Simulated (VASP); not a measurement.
**HfBeC2N: relaxation of cell and atoms with PBE**

The system is HfBeC2N.

```
CELL_PARAMETERS angstrom
3.21342 0.00000 0.00000
0.00000 4.82256 0.00000
-0.16447 0.00000 6.42915
ATOMIC_POSITIONS crystal
Hf 0.58274 0.99822 0.21035
Hf 0.58274 0.00178 0.71035
Be 0.05158 0.61168 0.47531
Be 0.05158 0.38832 0.97531
C 0.79356 0.49545 0.24717
C 0.79356 0.50455 0.74717
C 0.50287 0.50740 0.10402
C 0.50287 0.49260 0.60402
N 0.07062 0.97051 0.46524
N 0.07062 0.02949 0.96524
```

```yaml
Program: VASP 6.6.1
Task: relaxation of cell and atoms
Functional: PBE
Potentials_or_basis: VASP PAW PBE potentials, release 64 (Hf_pv, Be, C, N)
Cutoff: 600 eV
k_mesh: 6 × 4 × 4
Occupations: gaussian, width 0.1 eV
Spin: no spin polarisation
Dipole_correction: no
Further_INCAR_settings: ALGO = Fast; EDIFF = 1e-07; IBRION = 2; EDIFFG = -0.04; NSW = 90; ISIF = 3
```

| Quantity | Value |
| --- | --- |
| Relaxed volume | 9.83 Å³/atom |
| Relaxed cell | a = 3.221 Å, b = 4.767 Å, c = 6.404 Å, α = 90.00°, β = 91.48°, γ = 90.00° |
| Space group after relaxing (to 0.1 Å) | Pc (No. 7) |
| Energy gained by relaxing | 3.3 meV/atom |
| Ionic steps | 8 |
| Pressure after relaxing | 0.0 GPa |
| Largest force after relaxing | 0.040 eV/Å |
| Band gap on the k mesh | zero (bands 25 and 26 overlap by 2.17 eV) |

Forces on the atoms (eV/Å):
```
Hf   0.032 -0.008 -0.016
Hf   0.032  0.008 -0.016
Be  -0.006  0.007  0.014
Be  -0.006 -0.007  0.014
C   -0.001  0.003  0.033
C   -0.001 -0.003  0.033
C   -0.038 -0.011  0.004
C   -0.038  0.011  0.004
N    0.013  0.003 -0.035
N    0.013 -0.003 -0.035
```

Stress tensor (GPa, compression positive):
```
-0.17  0.00 -0.19
 0.00  0.31  0.00
-0.19  0.00  0.00
```

Step by step:
```csv
step,energy change (eV),largest force (eV/Å),pressure (GPa),volume (Å³)
1,0.0000,0.3076,-1.95,99.63
2,-0.0224,0.1651,1.13,97.89
3,-0.0224,0.1653,1.11,97.90
4,-0.0301,0.3234,-0.21,98.20
5,-0.0302,0.2918,-0.08,98.17
6,-0.0292,0.4483,0.43,98.29
7,-0.0323,0.0613,0.14,98.22
8,-0.0330,0.0399,0.04,98.29
```

Final structure:
```yaml
crystal:
  lattice:
    - [3.22066, 0.00000, -0.00012]
    - [0.00000, 4.76704, 0.00000]
    - [-0.16508, 0.00000, 6.40180]
  atoms:
    - { symbol: Hf, position: [0.58684, 0.00257, 0.20729] }
    - { symbol: Hf, position: [0.58684, 0.99743, 0.70729] }
    - { symbol: Be, position: [0.04648, 0.61002, 0.47768] }
    - { symbol: Be, position: [0.04648, 0.38998, 0.97768] }
    - { symbol: C, position: [0.79169, 0.49496, 0.24859] }
    - { symbol: C, position: [0.79169, 0.50504, 0.74859] }
    - { symbol: C, position: [0.50382, 0.50507, 0.10316] }
    - { symbol: C, position: [0.50382, 0.49493, 0.60316] }
    - { symbol: N, position: [0.07254, 0.97301, 0.46536] }
    - { symbol: N, position: [0.07254, 0.02699, 0.96536] }
```

Levels at points of the mesh, in eV from the Fermi level:
```csv
k point,band 22,band 23,band 24,band 25,band 26,band 27,band 28,band 29
"(0.00, 0.00, 0.00)",-2.99,-2.43,-2.16,-1.60,-0.11,0.12,0.69,1.95
"(0.50, 0.00, 0.00)",-3.27,-3.18,-3.07,-2.73,-0.32,0.81,2.34,2.50
"(0.00, 0.50, 0.00)",-2.77,-2.66,-2.56,-1.69,-1.09,0.55,1.83,2.80
"(0.50, 0.50, 0.00)",-3.69,-3.38,-2.62,0.58,1.15,1.16,1.32,1.89
"(0.00, 0.00, 0.50)",-3.49,-3.11,-3.11,-0.01,-0.01,0.57,0.57,2.05
"(0.50, 0.00, 0.50)",-4.40,-3.23,-3.23,-0.89,-0.89,1.00,1.00,3.17
"(0.00, 0.50, 0.50)",-3.67,-3.19,-3.19,0.34,0.34,1.36,1.36,2.10
"(0.50, 0.50, 0.50)",-4.06,-3.08,-3.08,0.84,0.84,1.97,1.97,2.15
```

It took 27 min on 1 thread of Oxide Virtual Turin-like Processor, with other jobs on the host, peak memory 0.32 GiB.

Caveat: spin-orbit coupling is left out, which moves the levels of the heavy elements.
